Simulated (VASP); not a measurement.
Runs of VASP 6.6.1 on CdSe. The structure is that of space group P6_3mc (No. 186), or close to it. The cells are those of the table. 

| level | cell | cutoff (eV) | smearing | gap on the mesh (eV) | pressure (GPa) |
| --- | --- | --- | --- | --- | --- |
| r2SCAN | a = 4.211, b = 4.211, c = 6.864 Å, angles 90.0, 90.0, 120.0°, 4 atoms | 550 | gaussian 0.01 eV | (b) | (c) |
| r2SCAN | a = 4.167, b = 4.167, c = 6.794 Å, angles 90.0, 90.0, 120.0°, 4 atoms | 550 | gaussian 0.01 eV | 1.39 | 8.7 |
| r2SCAN | a = 4.254, b = 4.254, c = 6.935 Å, angles 90.0, 90.0, 120.0°, 4 atoms | 550 | gaussian 0.01 eV | 1.24 | (a) |
| PBE | a = 4.514, b = 4.514, c = 7.360 Å, angles 90.0, 90.0, 120.0°, 4 atoms | 500 | fermi-dirac 0.02 eV | 0.35 | -3.0 |

Alike in all rows: task single point; potentials or basis VASP PAW PBE potentials, release 64 (Cd, Se); no spin polarisation; k mesh 12 × 12 × 4.

Task: Estimate the missing entries.

Result: (a) 3.9; (b) 1.31; (c) 6.1.

Caveats: the PAW data sets were made with another functional, which shifts forces and pressure a little (some runs).

A k mesh can miss the band edges, and the runs leave out spin-orbit coupling on Cd, Se.
